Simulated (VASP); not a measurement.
A run of VASP 6.6.1 is set up as follows.

The input INCAR:

```
SYSTEM = Pt
ALGO = Normal ; EDIFF = 1E-6
ENCUT = 520 ; GGA = RP
ISIF = 2 ; ISMEAR = -1
LASPH = .True. ; LCHARG = .False.
LREAL = .False. ; LWAVE = .False.
NBANDS = 11 ; NELM = 100
PREC = Accurate ; SIGMA = 0.1
```

KPOINTS

```
k-points
0
Gamma
  22 22 22
  0 0 0
```

POSCAR

```
Pt
1.0
    0.0000000000      1.9423871703      1.9423871703
    1.9423871703      0.0000000000      1.9423871703
    1.9423871703      1.9423871703      0.0000000000
Pt
1
Direct
    0.0000000000      0.0000000000      0.0000000000
```

Potentials or basis: VASP PAW PBE potentials, release 64 (Pt).

The run is started by

```sh
$ cat potpaw_PBE.64/Pt/POTCAR > POTCAR
$ mpirun -np 1 vasp_std > vasp.out
```

Q: Predict the band gap on the k mesh.

A: Zero (band 5 reaches 12.43 eV, above the bottom of band 6 at 10.08 eV).

Q: Predict the pressure.

A: 23.4 GPa.

Caveat: the PAW data sets were made with another functional, which shifts forces and pressure a little; spin-orbit coupling is left out, which moves the levels of the heavy elements.
